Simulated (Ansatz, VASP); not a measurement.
## HgTe: VASP beside Ansatz

```
CELL_PARAMETERS angstrom
0.00000 3.28916 3.28916
3.28916 0.00000 3.28916
3.28916 3.28916 0.00000
ATOMIC_POSITIONS crystal
Hg 0.00000 0.00000 0.00000
Te 0.25000 0.25000 0.25000
```

Alike in both runs: task single point; functional r2SCAN; k mesh 6 × 6 × 6; occupations fermi-dirac, width 0.02 eV; no spin polarisation.

|  | VASP | Ansatz |
| --- | --- | --- |
| version | VASP 6.6.1 | Ansatz 0.2.0 |
| potentials or method | VASP PAW PBE potentials, release 64 (Hg, Te) | plane waves, PAW |
| plane-wave cutoff (eV) | 520 | 500 |
| valence electrons in the cell | 18 | 36 |

|  | VASP | Ansatz | Ansatz less VASP |
| --- | --- | --- | --- |
| pressure (GPa) | 0.0 | 0.0 | -0.06 |

VASP's potentials were made for PBE, not for r2SCAN. VASP's potentials hold 18 valence electrons a cell and Ansatz's 36, so a difference there can come from the potentials and not from the codes.

Neither program's run includes spin-orbit coupling.
